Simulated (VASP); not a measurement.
A run of VASP 6.6.1 is set up as follows.

The input POSCAR:

```
NaCl
1.0
    0.0000000000      2.6497027965      2.8027319616
    2.8027319616      0.0000000000      2.8027319616
    2.8027319616      2.6497027965      0.0000000000
Na Cl
1 1
Direct
    0.0000000000      0.0000000000      0.0000000000
    0.5000000000      0.5000000000      0.5000000000
```

File INCAR.step1:

```
SYSTEM = NaCl
  ALGO = Normal
  EDIFF = 1E-5
  ENCUT = 520
  GGA = PE
  ISIF = 2
  ISMEAR = 0
  LASPH = .TRUE.
  LCHARG = .FALSE.
  LREAL = .FALSE.
  LWAVE = .TRUE.
  NBANDS = 14
  NELM = 60
  PREC = Accurate
  SIGMA = 0.01
```

File INCAR.step2:

```
SYSTEM = NaCl
  ALGO = Normal
  EDIFF = 1E-6
  ENCUT = 520
  GGA = PE
  HFSCREEN = 0.2079
  ISIF = 2
  ISMEAR = 0
  ISTART = 1
  LASPH = .TRUE.
  LCHARG = .FALSE.
  LHFCALC = .TRUE.
  LREAL = .FALSE.
  LWAVE = .FALSE.
  NBANDS = 14
  NELM = 60
  PREC = Accurate
  PRECFOCK = Normal
  SIGMA = 0.01
```

Contents of KPOINTS:

```
k-points
0
G
  6 6 6
  0 0 0
```

Potentials or basis: VASP PAW PBE potentials, release 64 (Na_pv, Cl).

The run is started by

```sh
$ cat potpaw_PBE.64/Na_pv/POTCAR potpaw_PBE.64/Cl/POTCAR > POTCAR
$ cp INCAR.step1 INCAR
$ mpirun -np 1 vasp_std > vasp.out
$ cp INCAR.step2 INCAR
$ mpirun -np 1 vasp_std > vasp.out
```

Problem. Estimate the pressure.

Solution. 2.8 GPa.

Problem. What does it give for the band gap on the k mesh?

Solution. 6.78 eV.

Stress tensor (GPa, compression positive):
```
1.51 0.00 0.00
0.00 5.33 0.00
0.00 0.00 1.51
```

Caveat: the cell differs from its parent crystal (uniaxial y strain -5.5%); the PAW data sets were made with another functional, which shifts forces and pressure a little.
